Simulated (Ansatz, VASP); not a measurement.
**Ti3B: VASP beside Ansatz**

```
Ti B
1.0
    -1.89177    1.89177    4.04157
     1.89177   -1.89177    4.04157
     1.89177    1.89177   -4.04157
Ti B
3 1
Direct
  0.75000 0.25000 0.50000
  0.25000 0.75000 0.50000
  0.50000 0.50000 0.00000
  0.00000 0.00000 0.00000
```

Alike in both runs: task relaxation of cell and atoms; functional PBE; k mesh 16 × 16 × 16; occupations gaussian, width 0.1 eV; no spin polarisation.

|  | VASP | Ansatz |
| --- | --- | --- |
| version | VASP 6.6.1 | Ansatz 0.2.0 |
| potentials or method | VASP PAW PBE potentials, release 64 (Ti_sv, B), cutoff 600 eV | scalar-relativistic, plane waves, PAW |
| valence electrons in the cell | 39 | 39 |

VASP gave:

| Property | Result |
| --- | --- |
| gap on the k mesh at the Fermi level, each at its own relaxed structure (eV) | none |
| relaxed volume (Å³/atom) | 13.66 |
| relaxed cell length with the largest relative difference (Å) | 4.838 |

**Question.** What did Ansatz give for the same quantities?

**Answer.** gap on the k mesh at the Fermi level, each at its own relaxed structure (eV): none; relaxed volume (Å³/atom): 13.69; relaxed cell length with the largest relative difference (Å): 4.842.

A gap of «none» marks a metal or a gap that the smearing closes.
